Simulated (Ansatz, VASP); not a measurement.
One calculation of Ta2N, two programs

File INCAR:

```
PREC = Accurate ; ENCUT = 600
EDIFF = 1E-6 ; ISMEAR = 0
SIGMA = 0.013 ; LREAL = F
LASPH = T ; NELM = 120
ALGO = Normal ; ISIF = 2
LWAVE = F ; LCHARG = F
GGA = PE ; IVDW = 13
NBANDS = 20 ; GGA_COMPAT = F
```

The input KPOINTS:

```
regular mesh
0
Gamma
  3 3 1
```

POSCAR

```
Ta2N
1.0
    3.1128615060      0.0000000000      0.0000000000
   -1.5564307530      2.6958171426      0.0000000000
    0.0000000000      0.0000000000      4.8698410000
Ta N
2 1
Direct
    0.6666666667      0.3333333333      0.7452890000
    0.3333333333      0.6666666667      0.2547110000
    0.0000000000      0.0000000000      0.0000000000
```

Input for Ansatz:

```yaml
crystal:
  lattice:
    - [3.112861506, 0.0, 0.0]
    - [-1.556430753, 2.6958171426, 0.0]
    - [0.0, 0.0, 4.869841]
  atoms:
    - { symbol: Ta, position: [0.6666666667, 0.3333333333, 0.745289] }
    - { symbol: Ta, position: [0.3333333333, 0.6666666667, 0.254711] }
    - { symbol: "N", position: [0.0, 0.0, 0.0] }
basis:
  ecutwfc: 420
  precision: f64
kpoints:
  mp_grid: { grid: [3, 3, 1] }
hamiltonian:
  xc: pbe
  dispersion: d4
scf:
  occupations: { method: gaussian, width: 0.013 }
output:
  forces: true
  stress: true
  eigenvalues: true
```

Alike in both runs: task single point; functional PBE; dispersion D4; k mesh 3 × 3 × 1; occupations gaussian, width 0.013 eV; no spin polarisation.

```csv
,VASP,Ansatz
version,VASP 6.6.1,Ansatz 0.2.0
potentials or method,"VASP PAW PBE potentials, release 64 (Ta_pv, N), cutoff 600 eV","scalar-relativistic, plane waves, PAW"
valence electrons in the cell,27,31
```

VASP gave:

```
gap on the k mesh at the Fermi level (eV)                     : none
pressure (GPa)                                                : -2.9
traceless stress, the component that is largest in VASP (GPa) : -24.87
rms of the force components (eV/Å)                            : 0.445
```

Question: Estimate Ansatz's values.

Answer: gap on the k mesh at the Fermi level (eV): none; pressure (GPa): -3.3; traceless stress, the component that is largest in VASP (GPa): -24.84; rms of the force components (eV/Å): 0.467.

Atom by atom the forces differ by 0.022 eV/Å (rms over components). A gap of «none» marks a metal or a gap that the smearing closes. VASP's potentials hold 27 valence electrons a cell and Ansatz's 31, so a difference there can come from the potentials and not from the codes.

The k mesh is coarse, so the values compare programs but aren't converged. Neither program's run includes spin-orbit coupling.
